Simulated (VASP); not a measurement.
Set up this calculation in VASP 6.6.1, as the native input.

- Task: electric field gradients
- Functional: LDA
- Potentials or basis: VASP PAW LDA potentials, release 64 (Li_sv)
- Cutoff: 520 eV
- k mesh: 16 × 16 × 16
- Occupations: tetrahedron
- Spin: no spin polarisation
- Dipole correction: no
- Further INCAR settings: ALGO = Normal; EDIFF = 1e-08; NBANDS = 8

The structure of Li lies in POSCAR:

```
Li
1.0
    0.0000000000      2.2020000000      2.2020000000
    2.2020000000      0.0000000000      2.2020000000
    2.2020000000      2.2020000000      0.0000000000
Li
1
Direct
    0.0000000000      0.0000000000      0.0000000000
```

These files were run (other wordings do the same):

INCAR

```
PREC     = Accurate       # precision mode
ENCUT    = 520            # plane-wave cutoff, eV
EDIFF    = 1E-8           # SCF threshold, eV
ISMEAR   = -4             # smearing method
SIGMA    = 0.1            # smearing width, eV
LREAL    = False          # projectors in reciprocal space
LASPH    = True           # aspherical terms in the spheres
NELM     = 80             # most SCF steps
ALGO     = Normal         # electronic algorithm
ISIF     = 2              # what is computed and relaxed
LWAVE    = False          # write WAVECAR
LCHARG   = False          # write CHGCAR
GGA      = CA             # functional
LEFG     = True         
NBANDS   = 8              # bands
```

KPOINTS

```
Automatic mesh
0
Gamma
  16 16 16
```

Potentials or basis: VASP PAW LDA potentials, release 64 (Li_sv).

Launch:

```sh
$ cat potpaw_LDA.64/Li_sv/POTCAR > POTCAR
$ mpirun -np 1 vasp_std > vasp.out
```

Wall time 11 s on 1 thread of Intel Xeon 6975P-C, with other jobs on the host, peak memory 0.13 GiB.
